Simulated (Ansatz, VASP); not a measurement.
# One calculation of Os, two programs

```xyz
2
Lattice="2.7877 0.0000 0.0000 -1.3939 2.4142 0.0000 0.0000 0.0000 4.4044" Properties=species:S:1:pos:R:3 pbc="T T T"
Os    1.3939    0.8047    3.3033
Os    0.0000    1.6095    1.1011
```

Alike in both runs: task single point; functional r2SCAN; dispersion rVV10; k mesh 11 × 11 × 6; occupations fermi-dirac, width 0.05 eV; no spin polarisation.

```csv
,VASP,Ansatz
version,VASP 6.6.1,Ansatz 0.2.0
potentials or method,"VASP PAW PBE potentials, release 64 (Os_sv_GW)",Ansatz PAW
plane-wave cutoff (eV),620,500
valence electrons in the cell,32,32
```

|  | VASP | Ansatz | Ansatz less VASP |
| --- | --- | --- | --- |
| gap on the k mesh at the Fermi level (eV) | none | none | - |
| pressure (GPa) | -23.8 | -23.8 | -0.04 |
| traceless stress, the component that is largest in VASP (GPa) | -1.33 | -1.34 | -0.011 |

VASP's potentials were made for PBE, not for r2SCAN. A gap of «none» marks a metal or a gap that the smearing closes.

Spin-orbit coupling is off throughout.
